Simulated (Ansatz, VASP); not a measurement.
# MoS2 in VASP and in Ansatz

INCAR

```
SYSTEM = MoS2
  ALGO = Normal
  EDIFF = 1E-7
  ENCUT = 520
  GGA = PE
  ISIF = 2
  ISMEAR = 0
  ISPIN = 2
  IVDW = 12
  LASPH = .TRUE.
  LCHARG = .TRUE.
  LELF = .TRUE.
  LMAXMIX = 4
  LORBIT = 11
  LREAL = .FALSE.
  LVHAR = .TRUE.
  LWAVE = .FALSE.
  MAGMOM = 2 2 -2 -2 0 0 0 0 0 0 0 0
  NBANDS = 68
  NELM = 150
  PREC = Accurate
  SIGMA = 0.05
```

The input KPOINTS:

```
k-points
0
G
  8 8 1
  0 0 0
```

The input POSCAR:

```
MoS2
1.0
    3.1491947499      0.0000000000      0.0000000000
   -1.5745973749      2.7272826549      0.0000000000
    0.0000000000      0.0000000000     24.1794900555
Mo S
4 8
Direct
    0.3333333333      0.6666666667      0.1250000000
    0.6666666667      0.3333333333      0.3750000000
    0.3333333333      0.6666666667      0.6250000000
    0.6666666667      0.3333333333      0.8750000000
    0.3333333333      0.6666666667      0.3102449879
    0.6666666667      0.3333333333      0.0602449879
    0.3333333333      0.6666666667      0.4397550121
    0.6666666667      0.3333333333      0.1897550121
    0.3333333333      0.6666666667      0.8102449879
    0.6666666667      0.3333333333      0.5602449879
    0.3333333333      0.6666666667      0.9397550121
    0.6666666667      0.3333333333      0.6897550121
```

Input for Ansatz:

```yaml
crystal:
  lattice:
    - [3.1491947499, 0.0, 0.0]
    - [-1.5745973749, 2.7272826549, 0.0]
    - [0.0, 0.0, 24.1794900555]
  atoms:
    - { symbol: Mo, position: [0.3333333333, 0.6666666667, 0.125], spin: 2.0 }
    - { symbol: Mo, position: [0.6666666667, 0.3333333333, 0.375], spin: 2.0 }
    - { symbol: S, position: [0.3333333333, 0.6666666667, 0.3102449879] }
    - { symbol: S, position: [0.6666666667, 0.3333333333, 0.0602449879] }
    - { symbol: S, position: [0.3333333333, 0.6666666667, 0.4397550121] }
    - { symbol: S, position: [0.6666666667, 0.3333333333, 0.1897550121] }
    - { symbol: Mo, position: [0.3333333333, 0.6666666667, 0.625], spin: -2.0 }
    - { symbol: Mo, position: [0.6666666667, 0.3333333333, 0.875], spin: -2.0 }
    - { symbol: S, position: [0.3333333333, 0.6666666667, 0.8102449879] }
    - { symbol: S, position: [0.6666666667, 0.3333333333, 0.5602449879] }
    - { symbol: S, position: [0.3333333333, 0.6666666667, 0.9397550121] }
    - { symbol: S, position: [0.6666666667, 0.3333333333, 0.6897550121] }
basis:
  ecutwfc: 420
  ecutrho_ratio: 4
kpoints:
  mp_grid: { grid: [8, 8, 1] }
hamiltonian:
  xc: pbe
  dispersion: d3bj
scf:
  occupations: { method: gaussian, width: 0.05 }
  lower_state_search: "off"
output:
  forces: true
  stress: true
  eigenvalues: true
  populations: true
magnetization:
  spin_polarized: true
```

Alike in both runs: task single point; functional PBE; dispersion D3(BJ); k mesh 8 × 8 × 1; occupations gaussian, width 0.05 eV; collinear spin.

|  | VASP | Ansatz |
| --- | --- | --- |
| version | VASP 6.6.1 | Ansatz 0.2.0 |
| potentials or method | VASP PAW PBE potentials, release 64 (Mo_sv, S), cutoff 520 eV | scalar-relativistic, plane waves, PAW |
| valence electrons in the cell | 104 | 104 |

|  | VASP | Ansatz | Ansatz less VASP |
| --- | --- | --- | --- |
| gap on the k mesh at the Fermi level (eV) | 0.90 | 0.88 | -0.017 |
| least direct gap on the mesh (eV) | 1.97 | 1.97 | -0.004 |
| pressure (GPa) | -0.1 | 0.0 | +0.14 |
| rms of the force components (eV/Å) | 0.005 | 0.001 | -0.0039 |
| net moment per atom (μB) | 0.00 | 0.00 | 0.000 |

Ansatz's warnings: seeded moment not kept.
